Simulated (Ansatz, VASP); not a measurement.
# One calculation of ScAl3N4, two programs

```xyz
16
Lattice="6.3740 0.0000 0.0000 -3.1870 5.5200 0.0000 0.0000 0.0000 4.9570" Properties=species:S:1:pos:R:3 pbc="T T T"
Sc    0.0000    1.8400    0.0000
Sc    3.1870    3.6800    2.4785
Al   -1.5935    4.6000    0.0000
Al    3.1870    1.8400    0.0000
Al    1.5935    4.6000    0.0000
Al    1.5935    0.9200    2.4785
Al    0.0000    3.6800    2.4785
Al    4.7805    0.9200    2.4785
N     0.0000    1.8400    1.8936
N    -1.5935    4.6000    1.8936
N     3.1870    1.8400    1.8936
N     1.5935    4.6000    1.8936
N     1.5935    0.9200    4.3721
N     0.0000    3.6800    4.3721
N     4.7805    0.9200    4.3721
N     3.1870    3.6800    4.3721
```

Alike in both runs: task relaxation of cell and atoms; functional LDA; k mesh 4 × 4 × 5; occupations gaussian, width 0.02 eV; no spin polarisation.

|  | VASP | Ansatz |
| --- | --- | --- |
| version | VASP 6.6.1 | Ansatz 0.2.0 |
| potentials or method | VASP PAW LDA potentials, release 64 (Sc_sv, Al, N) | scalar-relativistic, plane waves, PAW |
| plane-wave cutoff (eV) | 600 | 420 |
| valence electrons in the cell | 80 | 80 |

|  | VASP | Ansatz | Ansatz less VASP |
| --- | --- | --- | --- |
| relaxed volume (Å³/atom) | 11.06 | 11.02 | -0.041 |
| relaxed cell length with the largest relative difference (Å) | 4.976 | 4.967 | -0.0085 |

LDA's correlation is that of Perdew and Zunger in VASP and of Perdew and Wang (1992) in Ansatz.
